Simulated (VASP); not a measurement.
# LiNO3 (R-3c) in VASP: relaxation of cell and atoms with LDA

Aim: the relaxation of cell and atoms of LiNO3 with LDA.

Everything below comes from runs of VASP 6.6.1. Logs are shortened: lines on timing, memory, paths and dates and some standing lists are left out, and cuts for length are marked.

## (1) The cell of the first run

Symmetry: R-3c, No. 167, trigonal system. The conventional cell has a = 4.655 Å, b = 4.655 Å, c = 14.836 Å, α = 90.00°, β = 90.00°, γ = 120.00°. Within 2.8 Å of Li (site symmetry -3) lie 6 O at 2.12 Å. N (site symmetry 32) has 3 O at 1.26 Å within 1.7 Å. O (site symmetry 2) has 1 N at 1.26 Å within 1.7 Å.

## (2) Relaxation of cell and atoms, LDA

INCAR

```
SYSTEM = LiNO3
ALGO     = Normal         ! electronic algorithm
EDIFF    = 1E-6           ! SCF threshold, eV
EDIFFG   = -0.05          ! ionic threshold
ENCUT    = 600            ! plane-wave cutoff, eV
GGA      = CA             ! functional
IBRION   = 2              ! ionic algorithm
ISIF     = 3              ! what is computed and relaxed
ISMEAR   = 0              ! smearing method
LASPH    = .True.         ! aspherical terms in the spheres
LCHARG   = .False.        ! write CHGCAR
LREAL    = .False.        ! projectors in reciprocal space
LWAVE    = .False.        ! write WAVECAR
NELM     = 100            ! most SCF steps
NSW      = 100            ! ionic steps
PREC     = Accurate       ! precision mode
SIGMA    = 0.1            ! smearing width, eV
```

KPOINTS

```
k-points
0
Gamma
  6 6 6
  0 0 0
```

POSCAR

```
LiNO3
1.0
    2.3275013255      1.3437835168      4.9451726268
   -2.3275013255      1.3437835168      4.9451726268
    0.0000000000     -2.6875670336      4.9451726268
Li N O
2 2 6
Direct
    0.0000000000      0.0000000000      0.0000000000
    0.5000000000      0.5000000000      0.5000000000
    0.2500000000      0.2500000000      0.2500000000
    0.7500000000      0.7500000000      0.7500000000
    0.5202267900      0.9797732100      0.2500000000
    0.2500000000      0.5202267900      0.9797732100
    0.9797732100      0.2500000000      0.5202267900
    0.4797732100      0.0202267900      0.7500000000
    0.7500000000      0.4797732100      0.0202267900
    0.0202267900      0.7500000000      0.4797732100
```

Potentials or basis: VASP PAW LDA potentials, release 64 (Li_sv, N, O).

The run is started by

```console
$ cat potpaw_LDA.64/Li_sv/POTCAR potpaw_LDA.64/N/POTCAR potpaw_LDA.64/O/POTCAR > POTCAR
$ mpirun -np 1 vasp_std > vasp.out
```

OUTCAR:

```text
SYSTEM = LiNO3
   EDIFF = 1E-6
   EDIFFG = -0.05
   ENCUT = 600
   GGA = CA
   IBRION = 2
   ISIF = 3
   ISMEAR = 0
   LASPH = .True.
   LREAL = .False.
   NELM = 100
   NSW = 100
   PREC = Accurate

 ion  position               nearest neighbor table
   1  0.000  0.000  0.000-   7 2.12  10 2.12   8 2.12   5 2.12   9 2.12   6 2.12
   2  0.500  0.500  0.500-   6 2.12   9 2.12   8 2.12   5 2.12   7 2.12  10 2.12
   3  0.250  0.250  0.250-   6 1.26   7 1.26   5 1.26
   4  0.750  0.750  0.750-   9 1.26  10 1.26   8 1.26
   5  0.520  0.980  0.250-   3 1.26   2 2.12   1 2.12
   6  0.250  0.520  0.980-   3 1.26   2 2.12   1 2.12
   7  0.980  0.250  0.520-   3 1.26   1 2.12   2 2.12
   8  0.480  0.020  0.750-   4 1.26   2 2.12   1 2.12
   9  0.750  0.480  0.020-   4 1.26   2 2.12   1 2.12
  10  0.020  0.750  0.480-   4 1.26   1 2.12   2 2.12

  LATTYP: Found a trigonal (rhomboedric) cell.
 ALAT       =     5.6282989321
 COS(alpha) =     0.6579768062

  Lattice vectors:

 A1 = (   2.3275013255,   1.3437835168,   4.9451726268)
 A2 = (  -2.3275013255,   1.3437835168,   4.9451726268)
 A3 = (   0.0000000000,  -2.6875670336,   4.9451726268)

Analysis of symmetry for initial positions (statically):
=====================================================================
 Subroutine PRICEL returns:
 Original cell was already a primitive cell.

 Routine SETGRP: Setting up the symmetry group for a
 trigonal (rhombohedral) supercell.

 Subroutine GETGRP returns: Found 12 space group operations
 (whereof  6 operations were pure point group operations)
 out of a pool of 12 trial point group operations.

The static configuration has the point symmetry S_6 .
 The point group associated with its full space group is D_3d.

Analysis of symmetry for dynamics (positions and initial velocities):
=====================================================================
 Subroutine PRICEL returns:
 Original cell was already a primitive cell.

 Routine SETGRP: Setting up the symmetry group for a
 trigonal (rhombohedral) supercell.

 Subroutine GETGRP returns: Found 12 space group operations
 (whereof  6 operations were pure point group operations)
 out of a pool of 12 trial point group operations.

The dynamic configuration has the point symmetry S_6 .
 The point group associated with its full space group is D_3d.

 Subroutine INISYM returns: Found 12 space group operations
 (whereof  6 operations are pure point group operations),
 and found     1 'primitive' translations

----------------------------------------------------------------------------------------

                                     Primitive cell

  volume of cell :      92.8008

  direct lattice vectors                    reciprocal lattice vectors
     2.327501326  1.343783517  4.945172627     0.214822649  0.124027914  0.067405803
    -2.327501326  1.343783517  4.945172627    -0.214822649  0.124027914  0.067405803
     0.000000000 -2.687567034  4.945172627     0.000000000 -0.248055828  0.067405803

  length of vectors
     5.628298932  5.628298932  5.628298932     0.257051038  0.257051038  0.257051038

  position of ions in fractional coordinates (direct lattice)
     0.000000000  0.000000000  0.000000000
     0.500000000  0.500000000  0.500000000
     0.250000000  0.250000000  0.250000000
     0.750000000  0.750000000  0.750000000
     0.520226790  0.979773210  0.250000000
     0.250000000  0.520226790  0.979773210
     0.979773210  0.250000000  0.520226790
     0.479773210  0.020226790  0.750000000
     0.750000000  0.479773210  0.020226790
     0.020226790  0.750000000  0.479773210

  ion indices of the primitive-cell ions
   primitive index   ion index
                 1           1
                 2           2
                 3           3
                 4           4
                 5           5
                 6           6
                 7           7
                 8           8
                 9           9
                10          10

----------------------------------------------------------------------------------------

 KPOINTS: k-points

Automatic generation of k-mesh.
 Grid dimensions read from file:
 generate k-points for:    6    6    6

 Generating k-lattice:

  Cartesian coordinates                     Fractional coordinates (reciprocal lattice)
     0.035803775  0.020671319  0.011234301     0.166666667  0.000000000  0.000000000
    -0.035803775  0.020671319  0.011234301     0.000000000  0.166666667  0.000000000
     0.000000000 -0.041342638  0.011234301     0.000000000  0.000000000  0.166666667

  Length of vectors
     0.042841840  0.042841840  0.042841840

  Shift w.r.t. Gamma in fractional coordinates (k-lattice)
     0.000000000  0.000000000  0.000000000

 Subroutine IBZKPT returns following result:
 ===========================================

 Found     32 irreducible k-points:

 Following reciprocal coordinates:
            Coordinates               Weight
  0.000000  0.000000  0.000000      1.000000
  0.166667  0.000000  0.000000      6.000000
  0.333333  0.000000  0.000000      6.000000
  0.500000  0.000000 -0.000000      3.000000
  0.166667  0.166667  0.000000      6.000000
  0.333333  0.166667 -0.000000     12.000000
[... 16 lines left out ...]
  0.500000  0.500000  0.166667      6.000000
 -0.333333  0.500000  0.166667     12.000000
 [... further k-points ...]
   k-points           NKPTS =     32   k-points in BZ     NKDIM =     32   number of bands    NBANDS=     32
   number of dos      NEDOS =    301   number of ions     NIONS =     10
   total plane-waves  NPLWV = 110592
   dimension x,y,z NGX =    48 NGY =   48 NGZ =   48
   dimension x,y,z NGXF=    96 NGYF=   96 NGZF=   96
   ions per type =               2   2   6
   NGX,Y,Z   is equivalent  to a cutoff of  14.18, 14.18, 14.18 a.u.
   NGXF,Y,Z  is equivalent  to a cutoff of  28.36, 28.36, 28.36 a.u.
 SYSTEM =  LiNO3
   PREC   = accura    normal or accurate (medium, high low for compatibility)
   ISTART =      0    job   : 0-new  1-cont  2-samecut
   ICHARG =      2    charge: 1-file 2-atom 10-const
   ISPIN  =      1    spin polarized calculation?
   LNONCOLLINEAR =      F non collinear calculations
   LSORBIT =      F    spin-orbit coupling
   LASPH  =      T    aspherical Exc in radial PAW
   ENCUT  =  600.0 eV  44.10 Ry    6.64 a.u.  11.24 11.24 11.24*2*pi/ulx,y,z
   NELM   =    100;   NELMIN=  2; NELMDL= -5     # of ELM steps
   EDIFF  = 0.1E-05   stopping-criterion for ELM
   LREAL  =      F    real-space projection
   EDIFFG = -.5E-01   stopping-criterion for IOM
   NSW    =    100    number of steps for IOM
   IBRION =      2    ionic relax: 0-MD 1-quasi-New 2-CG
   NFREE  =      1    steps in history (QN), initial steepest desc. (CG)
   ISIF   =      3    stress and relaxation
   ISYM   =      2    0-nonsym 1-usesym 2-fastsym
   POTIM  = 0.5000    time-step for ionic-motion
   TEBEG  =    0.0;   TEEND  =   0.0 temperature during run
   PSTRESS=    0.0 pullay stress
   NELECT =      52.0000    total number of electrons
   NUPDOWN=      -1.0000    fix difference up-down
   EMIN   =  10.00;   EMAX   =-10.00  energy-range for DOS
   EFERMI =   0.00;   METHOD = LEGACY
   ISMEAR =     0;   SIGMA  =   0.10  broadening in eV -4-tet -1-fermi 0-gaus
   EFERMI_NEDOS =   21; number of points for ismear=-14 and -15
   IALGO  =     38    algorithm
   IMIX   =      4    mixing-type and parameters
     AMIX     =   0.40;   BMIX     =  1.00
     AMIX_MAG =   1.60;   BMIX_MAG =  1.00
  volume/ion in A,a.u.               =       9.28        62.63
  Fermi-wavevector in a.u.,A,eV,Ry     =   1.349663  2.550493 24.784234  1.821590
  Thomas-Fermi vector in A             =   2.477231
   LORBIT       =      0    0 simple, 1 ext, 2 COOP (PROOUT), +10 PAW based schemes
   GGA     = CA    functional components
   LHFCALC =     F    Hartree Fock is set to
   AEXX    =    0.0000 exact exchange contribution
   IVDW    =     0    specifies the selected vdW correction
   LEPSILON=     F    determine dielectric tensor
   LRPA    =     F    only Hartree local field effects (RPA)
 conjugate gradient relaxation of ions
 non-spin polarized calculation
 Gauss-broadening in eV      SIGMA  =   0.10
  energy-cutoff  :      600.00
  volume of cell :       92.80
 maximum number of plane-waves:      3127
 NGX is ok and might be reduce to    48
   NGX = 23   NGY = 23   NGZ = 23

--------------------------------------- Ionic step        1  -------------------------------------------

 number of electron      51.9999993 magnetization

 Free energy of the ion-electron system (eV)
  ---------------------------------------------------
  ext. energy  EPLUGINS =         0.00000000
  ---------------------------------------------------
  free energy    TOTEN  =       -66.75792022 eV

  energy without entropy =      -66.75792022  energy(sigma->0) =      -66.75792022

------------------------ aborting loop because EDIFF is reached ----------------------------------------

  FORCE on cell =-STRESS in cart. coord.  units (eV):
  Direction    XX          YY          ZZ          XY          YZ          ZX
  --------------------------------------------------------------------------------------
  -------------------------------------------------------------------------------------
  Total       -2.5603940     -2.5603940     -2.1204457      0.0000000      0.0000000      0.0000000
  in kB      -44.2043930    -44.2043930    -36.6088241      0.0000000      0.0000000      0.0000000
  external PRESSURE =     -41.6725367 kB  Pullay stress =       0.0000000 kB
[... 161 lines left out ...]
  energy  without entropy=      -66.8147749112  energy(sigma->0) =      -66.81477491

--------------------------------------- Ionic step        5  -------------------------------------------

 number of electron      52.0000001 magnetization

 Free energy of the ion-electron system (eV)
  ---------------------------------------------------
  ext. energy  EPLUGINS =         0.00000000
  ---------------------------------------------------
  free energy    TOTEN  =       -66.83307055 eV

  energy without entropy =      -66.83307055  energy(sigma->0) =      -66.83307055

 E-fermi :   1.7563     XC(G=0): -10.9488

 val. band max:        1.2636593860   @ k =   0.5000   0.5000  -0.0000
 cond. band min:       4.2887588542   @ k =   0.3333   0.3333   0.3333
 fundamental gap:      3.0250994681
 Fermi energy:         1.7563248551

 k-point     1 :       0.0000    0.0000    0.0000
  band No.  band energies     occupation
      1     -40.2434      2.00000
      2     -40.2362      2.00000
      3     -24.6133      2.00000
      4     -24.2701      2.00000
      5     -18.8740      2.00000
      6     -18.8740      2.00000
[... 829 lines left out ...]
     31      11.4639      0.00000
     32      12.2671      0.00000

 [... further k-points ...]

------------------------ aborting loop because EDIFF is reached ----------------------------------------

  FORCE on cell =-STRESS in cart. coord.  units (eV):
  Direction    XX          YY          ZZ          XY          YZ          ZX
  --------------------------------------------------------------------------------------
  -------------------------------------------------------------------------------------
  Total        0.1947788      0.1947788     -0.2829759      0.0000000     -0.0000000     -0.0000000
  in kB        3.6096872      3.6096872     -5.2441769      0.0000000     -0.0000000     -0.0000000
  external PRESSURE =       0.6583992 kB  Pullay stress =       0.0000000 kB
[... 25 lines left out ...]
  FREE ENERGIE OF THE ION-ELECTRON SYSTEM (eV)
  ---------------------------------------------------
  free  energy   TOTEN  =       -66.8330705507 eV

  energy  without entropy=      -66.8330705507  energy(sigma->0) =      -66.83307055

 reached required accuracy - stopping structural energy minimisation
```

Wall time 7.9 min (1 thread of Intel Xeon Platinum 8259CL at 2.50GHz (Skylake/Cascade Lake), shared host); peak memory 0.3 GiB.

What came out:

```
Free energy                           : -66.8331 eV
Relaxed volume                        : 8.65 Å³/atom
Relaxed cell                          : a = 5.463 Å, b = 5.463 Å, c = 5.463 Å, α = 49.43°, β = 49.43°, γ = 49.43°
Space group after relaxing (to 0.1 Å) : R-3c (No. 167)
Energy gained by relaxing             : 7.5 meV/atom
Ionic steps                           : 5
Pressure after relaxing               : 0.1 GPa
Largest force after relaxing          : 0.004 eV/Å
Band gap on the k mesh                : 3.03 eV (least direct gap 3.37 eV)
```

Forces in eV/Å, atoms in the order of the input:
```
Li   0.000  0.000  0.000
Li   0.000  0.000  0.000
N    0.000  0.000  0.000
N    0.000  0.000  0.000
O   -0.004  0.000  0.000
O    0.002 -0.003  0.000
O    0.002  0.003  0.000
O    0.004  0.000  0.000
O   -0.002  0.003  0.000
O   -0.002 -0.003  0.000
```

Stress tensor (GPa, compression positive):
```
 0.36  0.00  0.00
 0.00  0.36  0.00
 0.00  0.00 -0.52
```

The path:
```tsv
step	energy change (eV)	largest force (eV/Å)	pressure (GPa)	volume (Å³)
1	0.0000	0.2228	-4.17	92.80
2	0.0550	1.6880	5.08	89.60
3	-0.0168	0.3628	-1.34	91.73
4	-0.0569	0.1952	-0.81	89.28
5	-0.0752	0.0037	0.07	86.45
```

Final structure:
```
Li N O
1.0
     2.28394    1.31863    4.78434
    -2.28394    1.31863    4.78434
     0.00000   -2.63727    4.78434
Li N O
2 2 6
Direct
  0.00000 0.00000 0.00000
  0.50000 0.50000 0.50000
  0.25000 0.25000 0.25000
  0.75000 0.75000 0.75000
  0.52411 0.97589 0.25000
  0.25000 0.52411 0.97589
  0.97589 0.25000 0.52411
  0.47589 0.02411 0.75000
  0.75000 0.47589 0.02411
  0.02411 0.75000 0.47589
```

Levels at points of the mesh, in eV from the valence-band top:
```tsv
k point	band 22	band 23	band 24	band 25	band 26	band 27	band 28	band 29	band 30	band 31
(0.00, 0.00, 0.00)	-1.58	-1.13	-0.95	-0.79	-0.79	3.08	3.72	7.16	9.37	11.40
(0.50, 0.00, 0.00)	-1.79	-1.36	-1.36	-0.11	-0.11	3.51	3.51	8.95	8.95	10.22
(0.50, 0.50, 0.00)	-1.99	-1.59	-1.00	-0.26	0.00	3.37	3.77	8.25	9.20	9.80
(0.50, 0.50, 0.50)	-1.39	-1.39	-1.39	-1.10	-1.10	3.09	3.09	8.56	8.56	11.38
```

Caveat: the cutoff is under 1.25 times the usual one of these potentials, so pressure, stress and relaxed cells hold a basis-set (Pulay) error; the standard files for N, O and F lose accuracy on very short bonds. A k mesh can miss the band edges.
